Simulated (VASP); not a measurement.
Input of a VASP 6.6.1 run:

Contents of INCAR:

```
SYSTEM = In
PREC     = Accurate       ! precision mode
ENCUT    = 520            ! plane-wave cutoff, eV
EDIFF    = 1E-7           ! SCF threshold, eV
ISMEAR   = 0              ! smearing method
SIGMA    = 0.1            ! smearing width, eV
LREAL    = .False.        ! projectors in reciprocal space
LASPH    = .True.         ! aspherical terms in the spheres
NELM     = 100            ! most SCF steps
ALGO     = Normal         ! electronic algorithm
ISIF     = 2              ! what is computed and relaxed
LWAVE    = .False.        ! write WAVECAR
LCHARG   = .True.         ! write CHGCAR
LDIPOL   = .True.       
IDIPOL   = 3            
DIPOL    = 0.5 0.5 0.315
GGA      = PE             ! functional
LELF     = .True.         ! ELF
LVHAR    = .True.       
LVACPOTAV= .True.       
NBANDS   = 20             ! bands
```

File KPOINTS:

```
regular mesh
0
Gamma
  14 14 1
  0 0 0
```

File POSCAR:

```
In
1.0
    4.2339723558      0.0108341792      0.0000000000
   -0.0104011003      4.2339734419      0.0000000000
    0.0000000000      0.0000000000     23.8342588000
In
2
Direct
    0.2500000000      0.7500000000      0.3086789800
    0.7500000000      0.2500000000      0.3206672114
```

Potentials or basis: VASP PAW PBE potentials, release 64 (In_d).

Launch:

```sh
$ cat potpaw_PBE.64/In_d/POTCAR > POTCAR
$ mpirun -np 1 vasp_std > vasp.out
```

Q: What does it give for the band gap on the k mesh?

A: Zero (band 13 reaches -1.43 eV, above the bottom of band 14 at -4.80 eV).

Caveat: spin-orbit coupling is left out, which moves the levels of the heavy elements.
